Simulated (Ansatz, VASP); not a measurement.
## Al3H in VASP and in Ansatz

```
Al H
1.0
     3.81787    0.00000    0.00000
    -1.90894    3.30637    0.00000
     0.00000    0.00000    4.13569
Al H
3 1
Direct
  0.33333 0.66667 0.00000
  0.66667 0.33333 0.00000
  0.00000 0.00000 0.50000
  0.00000 0.00000 0.00000
```

Alike in both runs: task relaxation of cell and atoms; functional PBE; k mesh 6 × 6 × 4; occupations gaussian, width 0.1 eV; no spin polarisation.

```csv
,VASP,Ansatz
version,VASP 6.6.1,Ansatz 0.2.0
potentials or method,"VASP PAW PBE potentials, release 64 (Al, H), cutoff 600 eV","scalar-relativistic, plane waves, PAW"
valence electrons in the cell,10,10
```

Ansatz gave:

| Property | Result |
| --- | --- |
| gap on the k mesh at the Fermi level, each at its own relaxed structure (eV) | none |
| relaxed volume (Å³/atom) | 15.30 |
| relaxed length of the cell vector where the two differ most in proportion (Å) | 3.382 |

Task: Which values does VASP return?

Result: gap on the k mesh at the Fermi level, each at its own relaxed structure (eV): none; relaxed volume (Å³/atom): 15.31; relaxed length of the cell vector where the two differ most in proportion (Å): 3.387.

A gap of «none» marks a metal or a gap that the smearing closes.

The k mesh is coarse, so the values compare programs but aren't converged. Noted on VASP's run: the volume moved by over 15 % at a fixed basis, so the end points are rough.
